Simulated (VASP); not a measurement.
# MgZn2Te3 in VASP: further runs

MgZn2Te3 is run at these levels: PBE; tasks: single point, relaxation of cell and atoms.

All numbers are computed with VASP 6.6.1; they aren't measurements. Logs are shortened: lines on timing, memory, paths and dates and some standing lists are left out, and cuts for length are marked.

## 1. The cell of the first run

The typed cell holds 12 atoms: a = 4.459 Å, b = 7.666 Å, c = 10.931 Å, α = 89.77°, β = 90.00°, γ = 90.00°.

## 2. Single point, PBE

INCAR

```
SYSTEM = MgZn2Te3
PREC     = Accurate       ! precision mode
ENCUT    = 520            ! plane-wave cutoff, eV
EDIFF    = 1E-6           ! SCF threshold, eV
ISMEAR   = 0              ! smearing method
SIGMA    = 0.1            ! smearing width, eV
LREAL    = .False.        ! projectors in reciprocal space
LASPH    = .True.         ! aspherical terms in the spheres
NELM     = 60             ! most SCF steps
ALGO     = Normal         ! electronic algorithm
ISIF     = 2              ! what is computed and relaxed
LWAVE    = .False.        ! write WAVECAR
LCHARG   = .True.         ! write CHGCAR
GGA      = PE             ! functional
LELF     = .True.         ! ELF
LVHAR    = .True.       
NBANDS   = 56             ! bands
```

KPOINTS

```
Automatic mesh
0
Gamma
  4 2 2
  0 0 0
```

POSCAR

```
MgZn2Te3
1.0
    4.4590215284      0.0002310554     -0.0001037383
   -0.0004486696      7.6664565227      0.0149520983
    0.0009378177      0.0218367721     10.9313205686
Mg Zn Te
2 4 6
Direct
    0.9998955113      0.3340698278      0.3346409125
    0.5001768363      0.8338881456      0.3344396347
   -0.0004191773     -0.0001753820      0.9947423977
    0.5002862456      0.4996100811      0.9946164323
    0.5001748101      0.1663964147      0.6719499494
    0.9998761505      0.6665717882      0.6721812892
    0.0001762206      0.0001433273      0.2396717743
    0.4999310180      0.4999786166      0.2395492679
    0.4996320368      0.1664054617      0.9164793553
    1.0002210347      0.6665485885      0.9166460507
    1.0001328764      0.3333690214      0.5926173909
    0.4999164368      0.8331941089      0.5924655451
```

Potentials or basis: VASP PAW PBE potentials, release 64 (Mg, Zn, Te).

Started as:

```sh
cat potpaw_PBE.64/Mg/POTCAR potpaw_PBE.64/Zn/POTCAR potpaw_PBE.64/Te/POTCAR > POTCAR
mpirun -np 1 vasp_std > vasp.out
```

OUTCAR:

```text
SYSTEM = MgZn2Te3
   PREC = Accurate
   ENCUT = 520
   EDIFF = 1E-6
   ISMEAR = 0
   LREAL = .False.
   LASPH = .True.
   NELM = 60
   ISIF = 2
   GGA = PE

 ion  position               nearest neighbor table
   1  1.000  0.334  0.335-   7 2.77   8 2.77   8 2.77  11 2.82
   2  0.500  0.834  0.334-   8 2.77   7 2.77   7 2.77  12 2.82
   3  1.000  1.000  0.995-   7 2.68  10 2.70   9 2.71   9 2.71
   4  0.500  0.500  0.995-   8 2.68   9 2.70  10 2.71  10 2.71
   5  0.500  0.166  0.672-   9 2.67  12 2.70  11 2.71  11 2.71
   6  1.000  0.667  0.672-  10 2.67  11 2.70  12 2.71  12 2.71
   7  0.000  0.000  0.240-   3 2.68   1 2.77   2 2.77   2 2.77
   8  0.500  0.500  0.240-   4 2.68   2 2.77   1 2.77   1 2.77
   9  0.500  0.166  0.916-   5 2.67   4 2.70   3 2.71   3 2.71
  10  0.000  0.667  0.917-   6 2.67   3 2.70   4 2.71   4 2.71
  11  0.000  0.333  0.593-   6 2.70   5 2.71   5 2.71   1 2.82
  12  0.500  0.833  0.592-   5 2.70   6 2.71   6 2.71   2 2.82

  LATTYP: Found a triclinic cell.
 ALAT       =     8.8688889288
 B/A-ratio  =     0.5027711556
 C/A-ratio  =     1.5082497508
 COS(alpha) =     0.0000473123
 COS(beta)  =     0.4982392466
 COS(gamma) =     0.5027653194

  Lattice vectors:

 A1 = (  -4.4585728588,  -7.6666875781,  -0.0148483600)
 A2 = (  -4.4590215284,  -0.0002310554,   0.0001037383)
 A3 = (  -0.0004891481,  -7.6882932948, -10.9462726669)

Analysis of symmetry for initial positions (statically):
=====================================================================
 Subroutine PRICEL returns:
 Original cell was already a primitive cell.

 Routine SETGRP: Setting up the symmetry group for a
 triclinic supercell.

 Subroutine GETGRP returns: Found  1 space group operations
 (whereof  1 operations were pure point group operations)
 out of a pool of  2 trial point group operations.

The static configuration has the point symmetry C_1 .

Analysis of symmetry for dynamics (positions and initial velocities):
=====================================================================
 Subroutine PRICEL returns:
 Original cell was already a primitive cell.

 Routine SETGRP: Setting up the symmetry group for a
 triclinic supercell.

 Subroutine GETGRP returns: Found  1 space group operations
 (whereof  1 operations were pure point group operations)
 out of a pool of  2 trial point group operations.

The dynamic configuration has the point symmetry C_1 .

 Subroutine INISYM returns: Found  1 space group operations
 (whereof  1 operations are pure point group operations),
 and found     1 'primitive' translations

----------------------------------------------------------------------------------------

                                     Primitive cell

  volume of cell :     373.6846

  direct lattice vectors                    reciprocal lattice vectors
     4.459021528  0.000231055 -0.000103738     0.224264446  0.000013162 -0.000019266
    -0.000448670  7.666456523  0.014952098    -0.000006765  0.130438866 -0.000260568
     0.000937818  0.021836772 10.931320569     0.000002138 -0.000178417  0.091480612

  length of vectors
     4.459021536  7.666471117 10.931342420     0.224264448  0.130439126  0.091480786

  position of ions in fractional coordinates (direct lattice)
     0.999895511  0.334069828  0.334640912
     0.500176836  0.833888146  0.334439635
     0.999580823  0.999824618  0.994742398
     0.500286246  0.499610081  0.994616432
     0.500174810  0.166396415  0.671949949
     0.999876151  0.666571788  0.672181289
     0.000176221  0.000143327  0.239671774
     0.499931018  0.499978617  0.239549268
     0.499632037  0.166405462  0.916479355
     0.000221035  0.666548588  0.916646051
     0.000132876  0.333369021  0.592617391
     0.499916437  0.833194109  0.592465545

  ion indices of the primitive-cell ions
   primitive index   ion index
                 1           1
                 2           2
                 3           3
                 4           4
                 5           5
                 6           6
                 7           7
                 8           8
                 9           9
                10          10
                11          11
                12          12

----------------------------------------------------------------------------------------

 KPOINTS: Automatic mesh

Automatic generation of k-mesh.
 Grid dimensions read from file:
 generate k-points for:    4    2    2

 Generating k-lattice:

  Cartesian coordinates                     Fractional coordinates (reciprocal lattice)
     0.056066112  0.000003291 -0.000004817     0.250000000  0.000000000  0.000000000
    -0.000003383  0.065219433 -0.000130284     0.000000000  0.500000000  0.000000000
     0.000001069 -0.000089208  0.045740306     0.000000000 -0.000000000  0.500000000

  Length of vectors
     0.056066112  0.065219563  0.045740393

  Shift w.r.t. Gamma in fractional coordinates (k-lattice)
     0.000000000  0.000000000  0.000000000

 Subroutine IBZKPT returns following result:
 ===========================================

 Found     12 irreducible k-points:

 Following reciprocal coordinates:
            Coordinates               Weight
  0.000000  0.000000  0.000000      1.000000
  0.250000  0.000000  0.000000      2.000000
  0.500000  0.000000  0.000000      1.000000
 -0.000000  0.500000  0.000000      1.000000
  0.250000  0.500000  0.000000      2.000000
  0.500000  0.500000  0.000000      1.000000
  0.000000 -0.000000  0.500000      1.000000
  0.250000 -0.000000  0.500000      2.000000
  0.500000 -0.000000  0.500000      1.000000
  0.000000  0.500000  0.500000      1.000000
  0.250000  0.500000  0.500000      2.000000
  0.500000  0.500000  0.500000      1.000000
   k-points           NKPTS =     12   k-points in BZ     NKDIM =     12   number of bands    NBANDS=     56
   number of dos      NEDOS =    301   number of ions     NIONS =     12
   total plane-waves  NPLWV = 181440
   dimension x,y,z NGX =    36 NGY =   60 NGZ =   84
   dimension x,y,z NGXF=    72 NGYF=  120 NGZF=  168
   ions per type =               2   4   6
   NGX,Y,Z   is equivalent  to a cutoff of  13.42, 13.01, 12.77 a.u.
   NGXF,Y,Z  is equivalent  to a cutoff of  26.84, 26.02, 25.55 a.u.
 SYSTEM =  MgZn2Te3
   PREC   = accura    normal or accurate (medium, high low for compatibility)
   ISTART =      0    job   : 0-new  1-cont  2-samecut
   ICHARG =      2    charge: 1-file 2-atom 10-const
   ISPIN  =      1    spin polarized calculation?
   LNONCOLLINEAR =      F non collinear calculations
   LSORBIT =      F    spin-orbit coupling
   LASPH  =      T    aspherical Exc in radial PAW
   ENCUT  =  520.0 eV  38.22 Ry    6.18 a.u.   8.29 14.25 20.33*2*pi/ulx,y,z
   NELM   =     60;   NELMIN=  2; NELMDL= -5     # of ELM steps
   EDIFF  = 0.1E-05   stopping-criterion for ELM
   LREAL  =      F    real-space projection
   EDIFFG = 0.1E-04   stopping-criterion for IOM
   NSW    =      0    number of steps for IOM
   IBRION =     -1    ionic relax: 0-MD 1-quasi-New 2-CG
   NFREE  =      0    steps in history (QN), initial steepest desc. (CG)
   ISIF   =      2    stress and relaxation
   ISYM   =      2    0-nonsym 1-usesym 2-fastsym
   POTIM  = 0.5000    time-step for ionic-motion
   TEBEG  =    0.0;   TEEND  =   0.0 temperature during run
   PSTRESS=    0.0 pullay stress
   NELECT =      88.0000    total number of electrons
   NUPDOWN=      -1.0000    fix difference up-down
   EMIN   =  10.00;   EMAX   =-10.00  energy-range for DOS
   EFERMI =   0.00;   METHOD = LEGACY
   ISMEAR =     0;   SIGMA  =   0.10  broadening in eV -4-tet -1-fermi 0-gaus
   EFERMI_NEDOS =   21; number of points for ismear=-14 and -15
   IALGO  =     38    algorithm
   IMIX   =      4    mixing-type and parameters
     AMIX     =   0.40;   BMIX     =  1.00
     AMIX_MAG =   1.60;   BMIX_MAG =  1.00
  volume/ion in A,a.u.               =      31.14       210.15
  Fermi-wavevector in a.u.,A,eV,Ry     =   1.010960  1.910437 13.905701  1.022040
  Thomas-Fermi vector in A             =   2.143981
   LORBIT       =      0    0 simple, 1 ext, 2 COOP (PROOUT), +10 PAW based schemes
   GGA     = PE    functional components
   LHFCALC =     F    Hartree Fock is set to
   AEXX    =    0.0000 exact exchange contribution
   IVDW    =     0    specifies the selected vdW correction
   LEPSILON=     F    determine dielectric tensor
   LRPA    =     F    only Hartree local field effects (RPA)
 non-spin polarized calculation
 Gauss-broadening in eV      SIGMA  =   0.10
  energy-cutoff  :      520.00
  volume of cell :      373.68
 maximum number of plane-waves:     10116
 NGX is ok and might be reduce to    36

 number of electron      87.9999988 magnetization

 Free energy of the ion-electron system (eV)
  ---------------------------------------------------
  ext. energy  EPLUGINS =         0.00000000
  ---------------------------------------------------
  free energy    TOTEN  =       -33.28911111 eV

  energy without entropy =      -33.28911111  energy(sigma->0) =      -33.28911111

 E-fermi :   2.9388     XC(G=0):  -8.4081

 val. band max:        2.4688111900   @ k =   0.0000   0.0000   0.0000
 cond. band min:       3.6667478282   @ k =   0.0000   0.0000   0.0000
 fundamental gap:      1.1979366382
 Fermi energy:         2.9387523639

 k-point     1 :       0.0000    0.0000    0.0000
  band No.  band energies     occupation
      1      -8.6548      2.00000
      2      -8.1659      2.00000
      3      -7.9550      2.00000
      4      -7.9437      2.00000
      5      -7.7700      2.00000
      6      -7.5288      2.00000
[... 697 lines left out ...]
     55       7.6018      0.00000
     56       7.6024      0.00000

------------------------ aborting loop because EDIFF is reached ----------------------------------------

  FORCE on cell =-STRESS in cart. coord.  units (eV):
  Direction    XX          YY          ZZ          XY          YZ          ZX
  --------------------------------------------------------------------------------------
  -------------------------------------------------------------------------------------
  Total        0.0976155      0.0924867      0.0374368      0.0015538      0.0015288     -0.0026030
  in kB        0.4185278      0.3965380      0.1605108      0.0066621      0.0065549     -0.0111604
  external PRESSURE =       0.3251922 kB  Pullay stress =       0.0000000 kB

 VOLUME and BASIS-vectors are now :
 -----------------------------------------------------------------------------
  energy-cutoff  :      520.00
  volume of cell :      373.68
      direct lattice vectors                 reciprocal lattice vectors
     4.459021528  0.000231055 -0.000103738     0.224264446  0.000013162 -0.000019266
    -0.000448670  7.666456523  0.014952098    -0.000006765  0.130438866 -0.000260568
     0.000937818  0.021836772 10.931320569     0.000002138 -0.000178417  0.091480612

 POSITION                                       TOTAL-FORCE (eV/Angst)
 -----------------------------------------------------------------------------------
      4.45872      2.56867      3.66296         0.000240     -0.000983      0.000065
      2.23024      6.40039      3.66828        -0.000054      0.000181      0.001930
      4.45764      7.68706     10.88869         0.000557     -0.000332      0.001090
      2.23150      3.85207     10.87989        -0.001011      0.001144      0.000536
      2.23085      1.29046      7.34774        -0.000838      0.000018      0.004864
      4.45880      5.12515      7.35769         0.000375      0.000095      0.002694
      0.00101      0.00633      2.61993        -0.001082      0.000063      0.008095
      2.22920      3.83841      2.62601         0.000412      0.000265      0.010139
      2.22865      1.29587     10.02077         0.002840      0.000860     -0.006131
      0.00155      5.13008     10.03012        -0.001642     -0.001920     -0.007939
      0.00100      2.56870      6.48308        -0.000642     -0.001109     -0.008731
      2.22932      6.40070      6.48884         0.000845      0.001719     -0.006612
 -----------------------------------------------------------------------------------
    total drift:                                0.000043      0.000271      0.001073

  FREE ENERGIE OF THE ION-ELECTRON SYSTEM (eV)
  ---------------------------------------------------
  free  energy   TOTEN  =       -33.2891111110 eV

  energy  without entropy=      -33.2891111110  energy(sigma->0) =      -33.28911111
```

Run time: 8.2 min. Hardware: 1 thread of Intel Xeon 6975P-C, shared host; peak memory 0.56 GiB.

Results:

```
Free energy            : -33.2891 eV
Pressure               : 0.0 GPa
Largest force          : 0.010 eV/Å
Band gap on the k mesh : 1.20 eV
```

Forces in eV/Å, atoms in the order of the input:
```
Mg   0.000 -0.001  0.000
Mg   0.000  0.000  0.002
Zn   0.001  0.000  0.001
Zn  -0.001  0.001  0.001
Zn  -0.001  0.000  0.005
Zn   0.000  0.000  0.003
Te  -0.001  0.000  0.008
Te   0.000  0.000  0.010
Te   0.003  0.001 -0.006
Te  -0.002 -0.002 -0.008
Te  -0.001 -0.001 -0.009
Te   0.001  0.002 -0.007
```

Levels at points of the mesh, in eV from the valence-band top:
```
           k point  band 42  band 43  band 44  band 45  band 46  band 47
(0.00, 0.00, 0.00)    -0.06    -0.03     0.00     1.20     1.82     2.44
(0.50, 0.00, 0.00)    -1.45    -0.77    -0.77     3.09     3.09     3.23
(0.00, 0.50, 0.00)    -0.55    -0.49    -0.49     2.56     2.57     2.91
(0.50, 0.50, 0.00)    -1.09    -0.88    -0.88     2.49     2.49     2.57
(0.00, 0.00, 0.50)    -0.31    -0.13    -0.10     1.75     1.94     2.02
(0.50, 0.00, 0.50)    -1.27    -1.12    -1.12     3.15     3.15     3.58
(0.00, 0.50, 0.50)    -0.82    -0.40    -0.40     2.45     2.45     2.83
(0.50, 0.50, 0.50)    -0.73    -0.68    -0.68     2.05     2.05     2.68
```

Caveat: spin-orbit coupling is left out, which moves the levels of the heavy elements. A hybrid or GW would open this gap; PBE tends to underestimate it.

## 3. Relaxation of cell and atoms, PBE

This run uses another cell than the first one: it holds 6 atoms, not 12.

INCAR

```
SYSTEM = MgZn2Te3
PREC = Accurate
ENCUT = 600
EDIFF = 1E-6
ISMEAR = 0
SIGMA = 0.02
LREAL = .False.
LASPH = .True.
NELM = 100
ALGO = Normal
ISIF = 3
LWAVE = .False.
LCHARG = .False.
GGA = PE
IBRION = 2
NSW = 100
EDIFFG = -0.01
```

KPOINTS

```
regular mesh
0
Gamma
  6 6 4
  0 0 0
```

POSCAR

```
MgZn2Te3
1.0
    4.4395244000      0.0000000000      0.0000000000
   -2.2197622000      3.8447409000      0.0000000000
    0.0000000000      0.0000000000     10.9405494000
Mg Zn Te
1 2 3
Direct
    0.3333333000      0.6666667000      0.3346200000
    0.0000000000      0.0000000000      0.9946010000
    0.6666667000      0.3333333000      0.6721320000
    0.0000000000      0.0000000000      0.2394670000
    0.6666667000      0.3333333000      0.9165510000
    0.3333333000      0.6666667000      0.5926290000
```

Potentials or basis: VASP PAW PBE potentials, release 64 (Mg, Zn, Te).

Started as:

```sh
cat potpaw_PBE.64/Mg/POTCAR potpaw_PBE.64/Zn/POTCAR potpaw_PBE.64/Te/POTCAR > POTCAR
mpirun -np 1 vasp_std > vasp.out
```

It took 4.1 min on 1 thread of Intel Xeon 6975P-C, shared host; peak memory 0.45 GiB.

The run converged. Its results:

```
Free energy                            : -16.6887 eV
Relaxed volume                         : 31.15 Å³/atom
Relaxed cell                           : a = 4.441 Å, b = 4.441 Å, c = 10.944 Å, α = 90.00°, β = 90.00°, γ = 120.00°
Space group after relaxing (to 0.05 Å) : P3m1 (No. 156)
Energy gained by relaxing              : 0.0 meV/atom
Ionic steps                            : 2
Pressure after relaxing                : 0.0 GPa
Largest force after relaxing           : 0.008 eV/Å
Band gap on the k mesh                 : 1.21 eV, direct
```

Forces on the atoms (eV/Å):
```
Mg   0.000  0.000  0.000
Zn   0.000  0.000  0.002
Zn   0.000  0.000 -0.002
Te   0.000  0.000  0.008
Te   0.000  0.000 -0.001
Te   0.000  0.000 -0.006
```

Final structure:
```
Mg Zn Te
1.0
     4.44096    0.00000    0.00000
    -2.22048    3.84599    0.00000
     0.00000    0.00000   10.94432
Mg Zn Te
1 2 3
Cartesian
  0.0000 2.5640 3.6622
  4.4410 0.0000 10.8852
  2.2205 1.2820 7.3559
  -2.2205 3.8460 2.6213
  2.2205 1.2820 10.0310
  0.0000 2.5640 6.4855
```

Levels at points of the mesh, in eV from the valence-band top:
```tsv
k point	band 19	band 20	band 21	band 22	band 23	band 24	band 25	band 26
(0.00, 0.00, 0.00)	-0.47	-0.05	0.00	0.00	1.21	1.84	3.08	4.69
(0.50, 0.00, 0.00)	-1.73	-1.45	-1.09	-0.88	2.49	2.58	2.81	3.61
(0.00, 0.00, 0.50)	-0.31	-0.31	-0.11	-0.11	1.77	1.96	3.32	4.67
(0.50, 0.00, 0.50)	-1.65	-1.37	-0.72	-0.68	2.05	2.68	3.11	3.91
```

Caveat: spin-orbit coupling is left out, which moves the levels of the heavy elements. A k mesh can miss the band edges.
